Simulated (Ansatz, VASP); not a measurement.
WS2: VASP and Ansatz over several settings

```
W S
1.0
     3.15866    0.00000    0.00000
    -1.57933    2.73548    0.00000
     0.00000    0.00000   12.41610
W S
2 4
Direct
  0.66667 0.33333 0.75000
  0.33333 0.66667 0.25000
  0.66667 0.33333 0.37500
  0.33333 0.66667 0.87500
  0.66667 0.33333 0.12500
  0.33333 0.66667 0.62500
```

Single points on this cell with VASP 6.6.1 and Ansatz 0.2.0. Each row is one pair of runs. Alike in all rows: spin: off; k mesh: 10 × 10 × 3; smearing: fermi-dirac, width 0.05 eV; VASP's potentials, cutoff: VASP PAW PBE potentials, release 64 (W_sv, S), 520 eV; Ansatz's potentials, cutoff: Ansatz PAW, 420 eV.

| level | gap on the k mesh at the Fermi level (eV), VASP | gap on the k mesh at the Fermi level (eV), Ansatz | least direct gap on the mesh (eV), VASP | least direct gap on the mesh (eV), Ansatz | pressure (GPa), VASP | pressure (GPa), Ansatz |
| --- | --- | --- | --- | --- | --- | --- |
| PBE+D3(BJ) | ? | 1.10 | ? | 2.14 | ? | 1.8 |
| RPBE+D3(BJ) | 1.17 | 1.15 | 2.15 | 2.15 | -11.4 | -11.2 |
| PBE | 1.12 | 1.10 | 2.14 | 2.14 | 5.7 | 5.7 |

Fill in what VASP gave in row 1.

gap on the k mesh at the Fermi level (eV): 1.12; least direct gap on the mesh (eV): 2.14; pressure (GPa): 1.7.

Spin-orbit coupling is off throughout. Noted on Ansatz's runs: odd divisions of the mesh miss points on the zone boundary, where band edges often lie, so the gap on the mesh can be too wide.
